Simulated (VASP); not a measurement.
A run of VASP 6.6.1:

INCAR

```
  PREC = Accurate
  ENCUT = 520
  EDIFF = 1E-8
  ISMEAR = -1
  SIGMA = 0.05
  LREAL = F
  LASPH = T
  NELM = 150
  ALGO = Normal
  ISIF = 2
  LWAVE = F
  LCHARG = F
  ISPIN = 2
  MAGMOM = 0 1.5
  LORBIT = 11
  LMAXMIX = 4
  GGA = PE
  LEFG = T
  NBANDS = 18
```

Contents of KPOINTS:

```
Automatic mesh
0
Gamma
  13 13 13
```

POSCAR

```
AlNi
1.0
    2.8810000000      0.0000000000      0.0000000000
    0.0000000000      2.8810000000      0.0000000000
    0.0000000000      0.0000000000      2.9098100000
Al Ni
1 1
Direct
    0.0000000000      0.0000000000      0.0000000000
    0.5000000000      0.5000000000      0.5000000000
```

Potentials or basis: VASP PAW PBE potentials, release 64 (Al, Ni).

Run with:

```sh
$ cat potpaw_PBE.64/Al/POTCAR potpaw_PBE.64/Ni/POTCAR > POTCAR
$ mpirun -np 1 vasp_std > vasp.out
```

Hardware: 1 thread of Intel(R) Xeon(R) Platinum 8488C (Sapphire Rapids), with other jobs on the host.

Question: How long does it take, and how much memory?

Answer: Wall time 74 s on 1 thread of Intel(R) Xeon(R) Platinum 8488C (Sapphire Rapids), with other jobs on the host, peak memory 0.25 GiB. Counts: scf iterations 17, k points 196.
